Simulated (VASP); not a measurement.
# KI (I-4m2) in VASP: further runs

KI is run at these levels: PBE, r2SCAN; tasks: single point.

All numbers are computed with VASP 6.6.1; they aren't measurements. Logs are shortened: lines on timing, memory, paths and dates and some standing lists are left out, and cuts for length are marked.

### Step 1. The cell of the first run

It takes space group I-4m2 (No. 119, tetragonal). Conventional cell: a = 5.609 Å, b = 5.609 Å, c = 7.605 Å, α = 90.00°, β = 90.00°, γ = 90.00°. K (site symmetry -4m2) has 4 I at 3.39 Å within 4.5 Å. I (site symmetry -4m2) has 4 K at 3.39 Å within 4.5 Å.

### Step 2. Single point, PBE (uniaxial x strain -4.1%)

INCAR reads:

```
PREC = Accurate ; ENCUT = 520
EDIFF = 1E-6 ; ISMEAR = -1
SIGMA = 0.02 ; LREAL = F
LASPH = T ; NELM = 80
ALGO = Normal ; ISIF = 2
LWAVE = F ; LCHARG = F
GGA = PE ; NBANDS = 15
```

KPOINTS reads:

```
regular mesh
0
Gamma
  6 6 6
```

POSCAR reads:

```
KI
1.0
    0.0000000000      3.9658942500      3.9658942500
    3.8024994069      0.0000000000      3.9658942500
    3.8024994069      3.9658942500      0.0000000000
K I
1 1
Direct
    0.0000000000      0.0000000000      0.0000000000
    0.2500000000      0.2500000000      0.2500000000
```

Potentials or basis: VASP PAW PBE potentials, release 64 (K_sv, I).

Command:

```console
> cat potpaw_PBE.64/K_sv/POTCAR potpaw_PBE.64/I/POTCAR > POTCAR
> mpirun -np 1 vasp_std > vasp.out
```

OUTCAR:

```text
PREC = Accurate
   ENCUT = 520
   EDIFF = 1E-6
   ISMEAR = -1
   LREAL = F
   LASPH = T
   NELM = 80
   ISIF = 2
   GGA = PE

 ion  position               nearest neighbor table
   1  0.000  0.000  0.000-   2 3.39   2 3.39   2 3.39   2 3.39
   2  0.250  0.250  0.250-   1 3.39   1 3.39   1 3.39   1 3.39

  LATTYP: Found a body centered tetragonal cell.
 ALAT       =     5.6086214353
 C/A-ratio  =     1.3559479636

  Lattice vectors:

 A1 = (  -3.8024994069,   0.0000000000,  -3.9658942500)
 A2 = (  -3.8024994069,   0.0000000000,   3.9658942500)
 A3 = (   3.8024994069,   3.9658942500,   0.0000000000)

Analysis of symmetry for initial positions (statically):
=====================================================================
 Subroutine PRICEL returns:
 Original cell was already a primitive cell.

 Routine SETGRP: Setting up the symmetry group for a
 body centered tetragonal supercell.

 Subroutine GETGRP returns: Found  8 space group operations
 (whereof  8 operations were pure point group operations)
 out of a pool of 16 trial point group operations.

The static configuration has the point symmetry D_2d.

Analysis of symmetry for dynamics (positions and initial velocities):
=====================================================================
 Subroutine PRICEL returns:
 Original cell was already a primitive cell.

 Routine SETGRP: Setting up the symmetry group for a
 body centered tetragonal supercell.

 Subroutine GETGRP returns: Found  8 space group operations
 (whereof  8 operations were pure point group operations)
 out of a pool of 16 trial point group operations.

The dynamic configuration has the point symmetry D_2d.

 Subroutine INISYM returns: Found  8 space group operations
 (whereof  8 operations are pure point group operations),
 and found     1 'primitive' translations

----------------------------------------------------------------------------------------

                                     Primitive cell

  volume of cell :     119.6138

  direct lattice vectors                    reciprocal lattice vectors
     0.000000000  3.965894250  3.965894250    -0.131492460  0.126074970  0.126074970
     3.802499407  0.000000000  3.965894250     0.131492460 -0.126074970  0.126074970
     3.802499407  3.965894250  0.000000000     0.131492460  0.126074970 -0.126074970

  length of vectors
     5.608621435  5.494298767  5.494298767     0.221540207  0.221540207  0.221540207

  position of ions in fractional coordinates (direct lattice)
     0.000000000  0.000000000  0.000000000
     0.250000000  0.250000000  0.250000000

  ion indices of the primitive-cell ions
   primitive index   ion index
                 1           1
                 2           2

----------------------------------------------------------------------------------------

 KPOINTS: regular mesh

Automatic generation of k-mesh.
 Grid dimensions read from file:
 generate k-points for:    6    6    6

 Generating k-lattice:

  Cartesian coordinates                     Fractional coordinates (reciprocal lattice)
    -0.021915410  0.021012495  0.021012495     0.166666667  0.000000000  0.000000000
     0.021915410 -0.021012495  0.021012495     0.000000000  0.166666667  0.000000000
     0.021915410  0.021012495 -0.021012495     0.000000000  0.000000000  0.166666667

  Length of vectors
     0.036923368  0.036923368  0.036923368

  Shift w.r.t. Gamma in fractional coordinates (k-lattice)
     0.000000000  0.000000000  0.000000000

 Subroutine IBZKPT returns following result:
 ===========================================

 Found     30 irreducible k-points:

 Following reciprocal coordinates:
            Coordinates               Weight
  0.000000  0.000000  0.000000      1.000000
  0.166667  0.000000  0.000000      8.000000
  0.333333 -0.000000 -0.000000      8.000000
  0.500000  0.000000  0.000000      4.000000
  0.166667  0.166667  0.000000      4.000000
  0.333333  0.166667 -0.000000     16.000000
[... 16 lines left out ...]
 -0.333333  0.500000  0.166667      4.000000
  0.333333 -0.333333  0.166667      8.000000
 [... further k-points ...]
   k-points           NKPTS =     30   k-points in BZ     NKDIM =     30   number of bands    NBANDS=     15
   number of dos      NEDOS =    301   number of ions     NIONS =      2
   total plane-waves  NPLWV =  74088
   dimension x,y,z NGX =    42 NGY =   42 NGZ =   42
   dimension x,y,z NGXF=    84 NGYF=   84 NGZF=   84
   ions per type =               1   1
   NGX,Y,Z   is equivalent  to a cutoff of  12.45, 12.71, 12.71 a.u.
   NGXF,Y,Z  is equivalent  to a cutoff of  24.90, 25.42, 25.42 a.u.
 SYSTEM =  unknown system
   PREC   = accura    normal or accurate (medium, high low for compatibility)
   ISTART =      0    job   : 0-new  1-cont  2-samecut
   ICHARG =      2    charge: 1-file 2-atom 10-const
   ISPIN  =      1    spin polarized calculation?
   LNONCOLLINEAR =      F non collinear calculations
   LSORBIT =      F    spin-orbit coupling
   LASPH  =      T    aspherical Exc in radial PAW
   ENCUT  =  520.0 eV  38.22 Ry    6.18 a.u.  10.43 10.22 10.22*2*pi/ulx,y,z
   NELM   =     80;   NELMIN=  2; NELMDL= -5     # of ELM steps
   EDIFF  = 0.1E-05   stopping-criterion for ELM
   LREAL  =      F    real-space projection
   EDIFFG = 0.1E-04   stopping-criterion for IOM
   NSW    =      0    number of steps for IOM
   IBRION =     -1    ionic relax: 0-MD 1-quasi-New 2-CG
   NFREE  =      0    steps in history (QN), initial steepest desc. (CG)
   ISIF   =      2    stress and relaxation
   ISYM   =      2    0-nonsym 1-usesym 2-fastsym
   POTIM  = 0.5000    time-step for ionic-motion
   TEBEG  =    0.0;   TEEND  =   0.0 temperature during run
   PSTRESS=    0.0 pullay stress
   NELECT =      16.0000    total number of electrons
   NUPDOWN=      -1.0000    fix difference up-down
   EMIN   =  10.00;   EMAX   =-10.00  energy-range for DOS
   EFERMI =   0.00;   METHOD = LEGACY
   ISMEAR =    -1;   SIGMA  =   0.02  broadening in eV -4-tet -1-fermi 0-gaus
   EFERMI_NEDOS =   21; number of points for ismear=-14 and -15
   IALGO  =     38    algorithm
   IMIX   =      4    mixing-type and parameters
     AMIX     =   0.40;   BMIX     =  1.00
     AMIX_MAG =   1.60;   BMIX_MAG =  1.00
  volume/ion in A,a.u.               =      59.81       403.60
  Fermi-wavevector in a.u.,A,eV,Ry     =   0.837248  1.582170  9.537480  0.700985
  Thomas-Fermi vector in A             =   1.951107
   LORBIT       =      0    0 simple, 1 ext, 2 COOP (PROOUT), +10 PAW based schemes
   GGA     = PE    functional components
   LHFCALC =     F    Hartree Fock is set to
   AEXX    =    0.0000 exact exchange contribution
   IVDW    =     0    specifies the selected vdW correction
   LEPSILON=     F    determine dielectric tensor
   LRPA    =     F    only Hartree local field effects (RPA)
 non-spin polarized calculation
  energy-cutoff  :      520.00
  volume of cell :      119.61
 maximum number of plane-waves:      3258
 NGX is ok and might be reduce to    42
   NGX = 21   NGY = 21   NGZ = 21

 number of electron      15.9999999 magnetization

 Free energy of the ion-electron system (eV)
  ---------------------------------------------------
  ext. energy  EPLUGINS =         0.00000000
  ---------------------------------------------------
  free energy    TOTEN  =        -5.37445789 eV

  energy without entropy =       -5.37445789  energy(sigma->0) =       -5.37445789

 E-fermi :  -1.4947     XC(G=0):  -5.8682

 val. band max:       -2.0385333062   @ k =   0.5000   0.0000   0.0000
 cond. band min:       1.9407549760   @ k =   0.0000   0.0000   0.0000
 fundamental gap:      3.9792882823
 Fermi energy:        -1.4946560578

 k-point     1 :       0.0000    0.0000    0.0000
  band No.  band energies     occupation
      1     -30.4194      2.00000
      2     -13.9233      2.00000
      3     -13.9192      2.00000
      4     -13.9192      2.00000
      5     -12.0881      2.00000
      6      -2.0632      2.00000
      7      -2.0632      2.00000
      8      -2.0418      2.00000
      9       1.9408      0.00000
     10       5.4049      0.00000
     11       5.6672      0.00000
     12       6.1835      0.00000
     13       6.1835      0.00000
     14       6.2712      0.00000
     15       7.1462      0.00000

 k-point     2 :       0.1667    0.0000    0.0000
  band No.  band energies     occupation
      1     -30.4192      2.00000
      2     -13.9398      2.00000
      3     -13.9225      2.00000
      4     -13.9202      2.00000
      5     -12.0572      2.00000
      6      -2.2051      2.00000
      7      -2.0680      2.00000
      8      -2.0457      2.00000
      9       2.3603      0.00000
     10       5.2079      0.00000
     11       5.3924      0.00000
     12       5.8432      0.00000
     13       6.4989      0.00000
     14       6.5456      0.00000
     15       6.7252      0.00000

 k-point     3 :       0.3333   -0.0000   -0.0000
  band No.  band energies     occupation
      1     -30.4189      2.00000
      2     -13.9760      2.00000
      3     -13.9243      2.00000
      4     -13.9223      2.00000
      5     -11.9973      2.00000
      6      -2.4460      2.00000
      7      -2.0780      2.00000
      8      -2.0408      2.00000
      9       3.2089      0.00000
     10       5.0415      0.00000
     11       5.0575      0.00000
     12       5.2307      0.00000
     13       6.4862      0.00000
     14       6.6098      0.00000
     15       6.6159      0.00000
[... 343 lines left out ...]
 k-point    23 :      -0.3333    0.5000    0.1667
  band No.  band energies     occupation
      1     -30.4186      2.00000
      2     -14.0064      2.00000
      3     -13.9338      2.00000
      4     -13.9271      2.00000
      5     -11.9292      2.00000
      6      -2.4824      2.00000
      7      -2.2134      2.00000
      8      -2.1139      2.00000
      9       3.4533      0.00000
     10       4.4168      0.00000
     11       5.6100      0.00000
     12       5.7833      0.00000
     13       6.5501      0.00000
     14       6.9233      0.00000
     15       7.1418      0.00000

 k-point    24 :       0.3333   -0.3333    0.1667
  band No.  band energies     occupation
      1     -30.4187      2.00000
      2     -14.0016      2.00000
      3     -13.9322      2.00000
      4     -13.9278      2.00000
      5     -11.9380      2.00000
      6      -2.4193      2.00000
      7      -2.2793      2.00000
      8      -2.0823      2.00000
      9       3.7653      0.00000
     10       4.3708      0.00000
     11       5.1210      0.00000
     12       5.7458      0.00000
     13       6.3411      0.00000
     14       6.9936      0.00000
     15       7.2302      0.00000

 [... further k-points ...]
[... 5 lines left out ...]
  --------------------------------------------------------------------------------------
  -------------------------------------------------------------------------------------
  Total        0.3982131      0.4178035      0.4178035      0.0000000      0.0000000      0.0000000
  in kB        5.3338976      5.5963037      5.5963037      0.0000000      0.0000000      0.0000000
  external PRESSURE =       5.5088350 kB  Pullay stress =       0.0000000 kB

 VOLUME and BASIS-vectors are now :
 -----------------------------------------------------------------------------
  energy-cutoff  :      520.00
  volume of cell :      119.61
      direct lattice vectors                 reciprocal lattice vectors
     0.000000000  3.965894250  3.965894250    -0.131492460  0.126074970  0.126074970
     3.802499407  0.000000000  3.965894250     0.131492460 -0.126074970  0.126074970
     3.802499407  3.965894250  0.000000000     0.131492460  0.126074970 -0.126074970

 POSITION                                       TOTAL-FORCE (eV/Angst)
 -----------------------------------------------------------------------------------
      0.00000      0.00000      0.00000         0.000000      0.000000      0.000000
      1.90125      1.98295      1.98295        -0.000000      0.000000      0.000000
 -----------------------------------------------------------------------------------
    total drift:                                0.000000     -0.000000     -0.000000

  FREE ENERGIE OF THE ION-ELECTRON SYSTEM (eV)
  ---------------------------------------------------
  free  energy   TOTEN  =        -5.3744578880 eV

  energy  without entropy=       -5.3744578880  energy(sigma->0) =       -5.37445789
```

Run time: 49 s. Hardware: 1 thread of Intel Xeon Platinum 8488C (Sapphire Rapids), shared host; peak memory 0.27 GiB.

Results:

| Quantity | Value |
| --- | --- |
| Free energy | -5.3745 eV |
| Pressure | 0.6 GPa |
| Band gap on the k mesh | 3.98 eV, indirect (the least direct gap lies 3.3 meV higher) |

Caveat: the cell differs from its parent crystal (uniaxial x strain -4.1%); spin-orbit coupling is left out, which moves the levels of the heavy elements. A k mesh can miss the band edges.

### Step 3. Single point, r2SCAN (uniaxial x strain -4.1%)

POSCAR is that of step 2.

INCAR.step1 reads:

```
SYSTEM = KI
ALGO     = Normal         ! electronic algorithm
EDIFF    = 1E-4           ! SCF threshold, eV
ENCUT    = 520            ! plane-wave cutoff, eV
GGA      = PE             ! functional
ISMEAR   = 0              ! smearing method
LASPH    = .TRUE.         ! aspherical terms in the spheres
LCHARG   = .FALSE.        ! write CHGCAR
LREAL    = .FALSE.        ! projectors in reciprocal space
LWAVE    = .TRUE.         ! write WAVECAR
NBANDS   = 15             ! bands
NELM     = 60             ! most SCF steps
PREC     = Accurate       ! precision mode
SIGMA    = 0.01           ! smearing width, eV
```

INCAR.step2 reads:

```
SYSTEM = KI
ALGO     = Normal         ! electronic algorithm
EDIFF    = 1E-7           ! SCF threshold, eV
ENCUT    = 520            ! plane-wave cutoff, eV
ISIF     = 2              ! what is computed and relaxed
ISMEAR   = 0              ! smearing method
ISTART   = 1            
LASPH    = .TRUE.         ! aspherical terms in the spheres
LCHARG   = .TRUE.         ! write CHGCAR
LELF     = .TRUE.         ! ELF
LMIXTAU  = .TRUE.       
LREAL    = .FALSE.        ! projectors in reciprocal space
LVHAR    = .TRUE.       
LWAVE    = .FALSE.        ! write WAVECAR
METAGGA  = R2SCAN         ! meta-GGA
NBANDS   = 15             ! bands
NELM     = 60             ! most SCF steps
PREC     = Accurate       ! precision mode
SIGMA    = 0.01           ! smearing width, eV
```

KPOINTS reads:

```
k-points
0
G
  6 6 6
  0 0 0
```

Potentials or basis: VASP PAW PBE potentials, release 64 (K_sv, I).

Command:

```console
> cat potpaw_PBE.64/K_sv/POTCAR potpaw_PBE.64/I/POTCAR > POTCAR
> cp INCAR.step1 INCAR
> mpirun -np 1 vasp_std > vasp.out
> cp INCAR.step2 INCAR
> mpirun -np 1 vasp_std > vasp.out
```

Run time: 3 min. Hardware: 1 thread of Intel Xeon Platinum 8488C (Sapphire Rapids), shared host; peak memory 0.3 GiB.

It converged, with:

```yaml
Free_energy: -33.7078 eV
Pressure: 0.4 GPa
Band_gap_on_the_k_mesh: 4.51 eV, indirect (the least direct gap lies 2.4 meV higher)
```

Levels at points of the mesh, in eV from the valence-band top:
```
           k point  band 4  band 5  band 6  band 7  band 8  band 9  band 10  band 11  band 12  band 13
(0.00, 0.00, 0.00)  -12.28  -10.35   -0.02   -0.02    0.00    4.51     8.08     8.36     8.87     8.87
(0.50, 0.00, 0.00)  -12.28  -10.23   -0.50   -0.05    0.00    6.35     7.05     7.66     7.84     9.17
(0.50, 0.50, 0.00)  -12.28  -10.18   -0.53   -0.06   -0.06    5.67     6.87     8.87     9.07     9.21
(0.00, 0.50, 0.50)  -12.29  -10.19   -0.50   -0.10   -0.10    5.70     6.83     9.14     9.14     9.16
```

Caveat: the cell differs from its parent crystal (uniaxial x strain -4.1%); the PAW data sets were made with another functional, which shifts forces and pressure a little; spin-orbit coupling is left out, which moves the levels of the heavy elements. A k mesh can miss the band edges.
